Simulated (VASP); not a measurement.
**NbAl2: relaxation of cell and atoms with PBE**

Crystal: NbAl2.

```
Al Nb
1.0
     4.76822    0.00000    0.00000
     0.00000    4.76822    0.00000
     0.00000    0.00000    2.80956
Al Nb
2 1
Direct
  0.50000 0.00000 0.00000
  0.00000 0.50000 0.00000
  0.00000 0.00000 0.50000
```

```json
{
 "Program": "VASP 6.6.1",
 "Task": "relaxation of cell and atoms",
 "Functional": "PBE",
 "Potentials or basis": "VASP PAW PBE potentials, release 64 (Al, Nb_sv)",
 "Cutoff": "600 eV",
 "k mesh": "10 × 10 × 16",
 "Occupations": "gaussian, width 0.1 eV",
 "Spin": "no spin polarisation",
 "Dipole correction": "no",
 "Further INCAR settings": "ALGO = Fast; EDIFF = 1e-07; IBRION = 2; EDIFFG = -0.01; NSW = 100; ISIF = 3"
}
```

The relaxed volume is 21.37 Å³/atom and the relaxed cell is a = 4.804 Å, b = 4.804 Å, c = 2.778 Å, α = 90.00°, β = 90.00°, γ = 90.00°. The space group after relaxing (to 0.1 Å) is P4/mmm (No. 123) and the energy gained by relaxing is 0.4 meV/atom. The ionic steps are 8 and the pressure after relaxing is 0.0 GPa. The band gap on the k mesh is zero (an odd number of electrons rules out a gap without spin polarisation).

Step by step:
| step | energy change (eV) | largest force (eV/Å) | pressure (GPa) | volume (Å³) |
| --- | --- | --- | --- | --- |
| 1 | 0.0000 | 0.0000 | -0.02 | 63.88 |
| 2 | -0.0003 | 0.0000 | 0.07 | 63.86 |
| 3 | -0.0007 | 0.0000 | 0.25 | 63.81 |
| 4 | -0.0003 | 0.0000 | 0.62 | 63.71 |
| 5 | -0.0007 | 0.0000 | 0.34 | 63.79 |
| 6 | -0.0009 | 0.0000 | 0.27 | 63.85 |
| 7 | -0.0011 | 0.0000 | 0.09 | 64.04 |
| 8 | -0.0011 | 0.0000 | 0.01 | 64.11 |

Final structure:
```cif
data_structure
_symmetry_space_group_name_H-M 'P 1'
_symmetry_Int_Tables_number 1
_cell_length_a 4.8041
_cell_length_b 4.8041
_cell_length_c 2.7780
_cell_angle_alpha 90.000
_cell_angle_beta 90.000
_cell_angle_gamma 90.000
_cell_volume 64.11
loop_
_atom_site_label
_atom_site_type_symbol
_atom_site_fract_x
_atom_site_fract_y
_atom_site_fract_z
_atom_site_occupancy
Al1 Al 0.50000 0.00000 0.00000 1
Al2 Al 0.00000 0.50000 0.00000 1
Nb1 Nb 0.00000 0.00000 0.50000 1
```

Levels at points of the mesh, in eV from the Fermi level:
```tsv
k point	band 5	band 6	band 7	band 8	band 9	band 10	band 11	band 12	band 13
(0.00, 0.00, 0.00)	-7.91	-4.89	-1.98	-1.05	-1.05	-0.24	3.17	3.17	3.55
(0.50, 0.00, 0.00)	-6.77	-5.88	-2.57	-1.55	-0.91	0.20	1.04	3.04	3.19
(0.50, 0.50, 0.00)	-5.34	-5.34	-4.21	-3.45	-0.92	-0.83	2.98	3.06	3.06
(0.00, 0.00, 0.50)	-3.37	-3.04	-2.54	-2.54	-1.96	1.48	1.81	4.73	4.73
(0.50, 0.00, 0.50)	-3.90	-2.63	-2.41	-1.71	-1.25	0.67	1.00	2.87	4.01
(0.50, 0.50, 0.50)	-3.66	-3.66	-0.91	-0.91	0.23	0.51	0.68	0.74	1.22
```

Wall time 28 min on 1 thread of Intel Xeon 8259CL, with other jobs on the host, peak memory 0.37 GiB.
